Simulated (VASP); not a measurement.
# ZrOs (Pm-3m) in VASP: further runs, part 2 of 2

VASP 6.6.1.

**6. Single point, LDA (17.54 Å³/atom)**

This run uses another cell than the first one, of 17.54 Å³/atom.

INCAR reads:

```
PREC     = Accurate       # precision mode
ENCUT    = 520            # plane-wave cutoff, eV
EDIFF    = 1E-6           # SCF threshold, eV
ISMEAR   = -1             # smearing method
SIGMA    = 0.03           # smearing width, eV
LREAL    = False          # projectors in reciprocal space
LASPH    = True           # aspherical terms in the spheres
NELM     = 60             # most SCF steps
ALGO     = Normal         # electronic algorithm
ISIF     = 2              # what is computed and relaxed
LWAVE    = False          # write WAVECAR
LCHARG   = False          # write CHGCAR
NBANDS   = 17             # bands
```

KPOINTS reads:

```
Automatic mesh
0
Gamma
  13 13 13
```

POSCAR reads:

```
ZrOs
1.0
    3.2738406112      0.0000000000      0.0000000000
    0.0000000000      3.2738406112      0.0000000000
    0.0000000000      0.0000000000      3.2738406112
Zr Os
1 1
Direct
    0.5000000000      0.5000000000      0.5000000000
    0.0000000000      0.0000000000      0.0000000000
```

Potentials or basis: VASP PAW LDA potentials, release 64 (Zr_sv, Os).

Run with:

```console
$ cat potpaw_LDA.64/Zr_sv/POTCAR potpaw_LDA.64/Os/POTCAR > POTCAR
$ mpirun -np 1 vasp_std > vasp.out
```

OUTCAR:

```text
PREC = Accurate
   ENCUT = 520
   EDIFF = 1E-6
   ISMEAR = -1
   LREAL = False
   LASPH = True
   NELM = 60
   ISIF = 2

 ion  position               nearest neighbor table
   1  0.500  0.500  0.500-   2 2.84   2 2.84   2 2.84   2 2.84   2 2.84   2 2.84   2 2.84   2 2.84

   2  0.000  0.000  0.000-   1 2.84   1 2.84   1 2.84   1 2.84   1 2.84   1 2.84   1 2.84   1 2.84

  LATTYP: Found a simple cubic cell.
 ALAT       =     3.2738406112

  Lattice vectors:

 A1 = (   3.2738406112,   0.0000000000,   0.0000000000)
 A2 = (   0.0000000000,   3.2738406112,   0.0000000000)
 A3 = (   0.0000000000,   0.0000000000,   3.2738406112)

Analysis of symmetry for initial positions (statically):
=====================================================================
 Subroutine PRICEL returns:
 Original cell was already a primitive cell.

 Routine SETGRP: Setting up the symmetry group for a
 simple cubic supercell.

 Subroutine GETGRP returns: Found 48 space group operations
 (whereof 48 operations were pure point group operations)
 out of a pool of 48 trial point group operations.

The static configuration has the point symmetry O_h .

Analysis of symmetry for dynamics (positions and initial velocities):
=====================================================================
 Subroutine PRICEL returns:
 Original cell was already a primitive cell.

 Routine SETGRP: Setting up the symmetry group for a
 simple cubic supercell.

 Subroutine GETGRP returns: Found 48 space group operations
 (whereof 48 operations were pure point group operations)
 out of a pool of 48 trial point group operations.

The dynamic configuration has the point symmetry O_h .

 Subroutine INISYM returns: Found 48 space group operations
 (whereof 48 operations are pure point group operations),
 and found     1 'primitive' translations

----------------------------------------------------------------------------------------

                                     Primitive cell

  volume of cell :      35.0891

  direct lattice vectors                    reciprocal lattice vectors
     3.273840611  0.000000000  0.000000000     0.305451645  0.000000000  0.000000000
     0.000000000  3.273840611  0.000000000     0.000000000  0.305451645  0.000000000
     0.000000000  0.000000000  3.273840611     0.000000000  0.000000000  0.305451645

  length of vectors
     3.273840611  3.273840611  3.273840611     0.305451645  0.305451645  0.305451645

  position of ions in fractional coordinates (direct lattice)
     0.500000000  0.500000000  0.500000000
     0.000000000  0.000000000  0.000000000

  ion indices of the primitive-cell ions
   primitive index   ion index
                 1           1
                 2           2

----------------------------------------------------------------------------------------

 KPOINTS: Automatic mesh

Automatic generation of k-mesh.
 Grid dimensions read from file:
 generate k-points for:   13   13   13

 Generating k-lattice:

  Cartesian coordinates                     Fractional coordinates (reciprocal lattice)
     0.023496280  0.000000000  0.000000000     0.076923077  0.000000000  0.000000000
     0.000000000  0.023496280  0.000000000     0.000000000  0.076923077  0.000000000
     0.000000000  0.000000000  0.023496280     0.000000000  0.000000000  0.076923077

  Length of vectors
     0.023496280  0.023496280  0.023496280

  Shift w.r.t. Gamma in fractional coordinates (k-lattice)
     0.000000000  0.000000000  0.000000000

 Subroutine IBZKPT returns following result:
 ===========================================

 Found     84 irreducible k-points:

 Following reciprocal coordinates:
            Coordinates               Weight
  0.000000  0.000000  0.000000      1.000000
  0.076923  0.000000  0.000000      6.000000
  0.153846  0.000000  0.000000      6.000000
  0.230769  0.000000  0.000000      6.000000
  0.307692  0.000000  0.000000      6.000000
  0.384615  0.000000  0.000000      6.000000
[... 16 lines left out ...]
  0.307692  0.307692  0.000000     12.000000
  0.384615  0.307692  0.000000     24.000000
 [... further k-points ...]
   k-points           NKPTS =     84   k-points in BZ     NKDIM =     84   number of bands    NBANDS=     17
   number of dos      NEDOS =    301   number of ions     NIONS =      2
   total plane-waves  NPLWV =  13824
   dimension x,y,z NGX =    24 NGY =   24 NGZ =   24
   dimension x,y,z NGXF=    48 NGYF=   48 NGZF=   48
   ions per type =               1   1
   NGX,Y,Z   is equivalent  to a cutoff of  12.19, 12.19, 12.19 a.u.
   NGXF,Y,Z  is equivalent  to a cutoff of  24.37, 24.37, 24.37 a.u.
 SYSTEM =  unknown system
   PREC   = accura    normal or accurate (medium, high low for compatibility)
   ISTART =      0    job   : 0-new  1-cont  2-samecut
   ICHARG =      2    charge: 1-file 2-atom 10-const
   ISPIN  =      1    spin polarized calculation?
   LNONCOLLINEAR =      F non collinear calculations
   LSORBIT =      F    spin-orbit coupling
   LASPH  =      T    aspherical Exc in radial PAW
   ENCUT  =  520.0 eV  38.22 Ry    6.18 a.u.   6.09  6.09  6.09*2*pi/ulx,y,z
   NELM   =     60;   NELMIN=  2; NELMDL= -5     # of ELM steps
   EDIFF  = 0.1E-05   stopping-criterion for ELM
   LREAL  =      F    real-space projection
   EDIFFG = 0.1E-04   stopping-criterion for IOM
   NSW    =      0    number of steps for IOM
   IBRION =     -1    ionic relax: 0-MD 1-quasi-New 2-CG
   NFREE  =      0    steps in history (QN), initial steepest desc. (CG)
   ISIF   =      2    stress and relaxation
   ISYM   =      2    0-nonsym 1-usesym 2-fastsym
   POTIM  = 0.5000    time-step for ionic-motion
   TEBEG  =    0.0;   TEEND  =   0.0 temperature during run
   PSTRESS=    0.0 pullay stress
   NELECT =      20.0000    total number of electrons
   NUPDOWN=      -1.0000    fix difference up-down
   EMIN   =  10.00;   EMAX   =-10.00  energy-range for DOS
   EFERMI =   0.00;   METHOD = LEGACY
   ISMEAR =    -1;   SIGMA  =   0.03  broadening in eV -4-tet -1-fermi 0-gaus
   EFERMI_NEDOS =   21; number of points for ismear=-14 and -15
   IALGO  =     38    algorithm
   IMIX   =      4    mixing-type and parameters
     AMIX     =   0.40;   BMIX     =  1.00
     AMIX_MAG =   1.60;   BMIX_MAG =  1.00
  volume/ion in A,a.u.               =      17.54       118.40
  Fermi-wavevector in a.u.,A,eV,Ry     =   1.357357  2.565032 25.067605  1.842417
  Thomas-Fermi vector in A             =   2.484282
   LORBIT       =      0    0 simple, 1 ext, 2 COOP (PROOUT), +10 PAW based schemes
   GGA     = CA    functional components
   LHFCALC =     F    Hartree Fock is set to
   AEXX    =    0.0000 exact exchange contribution
   IVDW    =     0    specifies the selected vdW correction
   LEPSILON=     F    determine dielectric tensor
   LRPA    =     F    only Hartree local field effects (RPA)
 non-spin polarized calculation
  energy-cutoff  :      520.00
  volume of cell :       35.09
 maximum number of plane-waves:       959
   NGX = 13   NGY = 13   NGZ = 13

 number of electron      20.0000000 magnetization

 Free energy of the ion-electron system (eV)
  ---------------------------------------------------
  ext. energy  EPLUGINS =         0.00000000
  ---------------------------------------------------
  free energy    TOTEN  =       -23.02865489 eV

  energy without entropy =      -23.02633944  energy(sigma->0) =      -23.02749716

 E-fermi :   9.5596     XC(G=0): -12.7781

 val. band max:        9.5424559919   @ k =   0.4615   0.4615   0.1538
 cond. band min:       9.6051147519   @ k =   0.4615   0.4615   0.0769
 fundamental gap:      0.0626587601
 Fermi energy:         9.5595856604

 k-point     1 :       0.0000    0.0000    0.0000
  band No.  band energies     occupation
      1     -38.9592      2.00000
      2     -16.9672      2.00000
      3     -16.9672      2.00000
      4     -16.9672      2.00000
      5       1.6747      2.00000
      6       4.4364      2.00000
[... 9 lines left out ...]
     16      17.6057      0.00000
     17      17.6057      0.00000
[... 441 lines left out ...]
 k-point    24 :       0.3846    0.3077    0.0000
  band No.  band energies     occupation
      1     -38.8958      2.00000
      2     -17.3480      2.00000
      3     -17.2417      2.00000
      4     -16.9156      2.00000
      5       4.2020      2.00000
      6       5.1743      2.00000
[... 9 lines left out ...]
     16      15.3348      0.00000
     17      19.9197      0.00000

 [... further k-points ...]

------------------------ aborting loop because EDIFF is reached ----------------------------------------

  FORCE on cell =-STRESS in cart. coord.  units (eV):
  Direction    XX          YY          ZZ          XY          YZ          ZX
  --------------------------------------------------------------------------------------
  -------------------------------------------------------------------------------------
  Total       -2.0117674     -2.0117674     -2.0117674      0.0000000     -0.0000000      0.0000000
  in kB      -91.8577380    -91.8577380    -91.8577380      0.0000000     -0.0000000      0.0000000
  external PRESSURE =     -91.8577380 kB  Pullay stress =       0.0000000 kB

 VOLUME and BASIS-vectors are now :
 -----------------------------------------------------------------------------
  energy-cutoff  :      520.00
  volume of cell :       35.09
      direct lattice vectors                 reciprocal lattice vectors
     3.273840611  0.000000000  0.000000000     0.305451645  0.000000000  0.000000000
     0.000000000  3.273840611  0.000000000     0.000000000  0.305451645  0.000000000
     0.000000000  0.000000000  3.273840611     0.000000000  0.000000000  0.305451645

 POSITION                                       TOTAL-FORCE (eV/Angst)
 -----------------------------------------------------------------------------------
      1.63692      1.63692      1.63692         0.000000      0.000000      0.000000
      0.00000      0.00000      0.00000         0.000000      0.000000      0.000000
 -----------------------------------------------------------------------------------
    total drift:                                0.000000     -0.000000     -0.000000

  FREE ENERGIE OF THE ION-ELECTRON SYSTEM (eV)
  ---------------------------------------------------
  free  energy   TOTEN  =       -23.0286548874 eV

  energy  without entropy=      -23.0263394416  energy(sigma->0) =      -23.02749716
```

It took 10 s on 1 thread of Intel Xeon 6975P-C (Granite Rapids), shared host; peak memory 0.17 GiB.

What came out:

| Quantity | Value |
| --- | --- |
| Free energy | -23.0287 eV |
| Pressure | -9.2 GPa |
| Band gap on the k mesh | zero (bands 10 and 11 overlap by 1.00 eV) |

Levels at points of the mesh, in eV from the Fermi level:
```
           k point  band 6  band 7  band 8  band 9  band 10  band 11  band 12  band 13  band 14  band 15
(0.00, 0.00, 0.00)   -5.12   -5.12   -1.58   -1.58    -1.58     2.07     2.07     5.11     5.11     5.11
```

Caveat: the cell stands under tension; spin-orbit coupling is left out, which moves the levels of the heavy elements.

**7. Overview**

```tsv
cell	gap on the mesh (eV)	pressure (GPa)
a = 3.196 Å, 2 atoms	none	7.4
a = 3.219 Å, 2 atoms	none	2.0
a = 3.241 Å, 2 atoms	none	-2.8
a = 3.252 Å, 2 atoms	none	-5.0
a = 3.274 Å, 2 atoms	none	-9.2
```

Alike in all rows: task single point; level LDA; potentials or basis VASP PAW LDA potentials, release 64 (Zr_sv, Os); no spin polarisation; k mesh 13 × 13 × 13; cutoff (eV) 520; smearing fermi-dirac 0.03 eV.

Caveats: spin-orbit coupling is left out, which moves the levels of the heavy elements; the cell stands under tension (at least some runs); the cell stands under pressure (at least some runs).

Total energies depend on the potentials used, so only differences within one code and one set of settings carry meaning.
